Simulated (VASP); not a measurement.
A run of VASP 6.6.1:

INCAR

```
SYSTEM = KCl
  ALGO = Normal
  EDIFF = 1E-8
  ENCUT = 520
  GGA = PS
  ISIF = 2
  ISMEAR = -1
  LASPH = .True.
  LCHARG = .False.
  LEFG = .True.
  LREAL = .False.
  LWAVE = .False.
  NBANDS = 15
  NELM = 100
  PREC = Accurate
  SIGMA = 0.03
```

The input KPOINTS:

```
k-points
0
Gamma
  7 7 7
  0 0 0
```

POSCAR

```
KCl
1.0
    0.0000000000      3.1665854591      3.1665854591
    3.1665854591      0.0000000000      3.1665854591
    3.1665854591      3.1665854591      0.0000000000
K Cl
1 1
Direct
    0.0000000000      0.0000000000      0.0000000000
    0.5000000000      0.5000000000      0.5000000000
```

Potentials or basis: VASP PAW PBE potentials, release 64 (K_sv, Cl).

Launch:

```console
$ cat potpaw_PBE.64/K_sv/POTCAR potpaw_PBE.64/Cl/POTCAR > POTCAR
$ mpirun -np 1 vasp_std > vasp.out
```

Hardware: 1 thread of Intel(R) Xeon(R) Platinum 8259CL CPU @ 2.50GHz (Skylake/Cascade Lake), with other jobs on the host.

**Question.** How long does it take, and how much memory?

**Answer.** Wall time 24 s on 1 thread of Intel(R) Xeon(R) Platinum 8259CL CPU @ 2.50GHz (Skylake/Cascade Lake), with other jobs on the host, peak memory 0.2 GiB. Counts: scf iterations 16, k points 20.
